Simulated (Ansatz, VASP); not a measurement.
AlGa3N4: VASP beside Ansatz

```xyz
8
Lattice="4.6118 0.0000 0.0000 0.0000 4.6118 0.0000 0.0000 0.0000 4.6118" Properties=species:S:1:pos:R:3 pbc="T T T"
Al    0.0000    0.0000    0.0000
Ga    2.3059    2.3059    0.0000
Ga    2.3059    0.0000    2.3059
Ga    0.0000    2.3059    2.3059
N     3.4821    3.4821    1.1298
N     3.4821    1.1298    3.4821
N     1.1298    3.4821    3.4821
N     1.1298    1.1298    1.1298
```

Alike in both runs: functional PBEsol; k mesh 6 × 6 × 6; occupations gaussian, width 0.02 eV; no spin polarisation.

Ansatz relaxed the structure, and its values are those at the end. VASP's run is a single point on that final structure, the one shown.

|  | VASP | Ansatz |
| --- | --- | --- |
| version | VASP 6.6.1 | Ansatz 0.2.0 |
| potentials or method | VASP PAW PBE potentials, release 64 (Al, Ga_d, N), cutoff 520 eV | scalar-relativistic, plane waves, PAW |
| valence electrons in the cell | 62 | 62 |

```tsv
	VASP	Ansatz	Ansatz less VASP
gap on the k mesh at the Fermi level (eV)	1.66	1.65	-0.012
least direct gap on the mesh (eV)	1.66	1.65	-0.012
pressure (GPa)	-15.0	-14.9	+0.09
```

VASP's potentials were made for PBE, not for PBEsol. Ansatz's warnings: stress scf threshold loose.
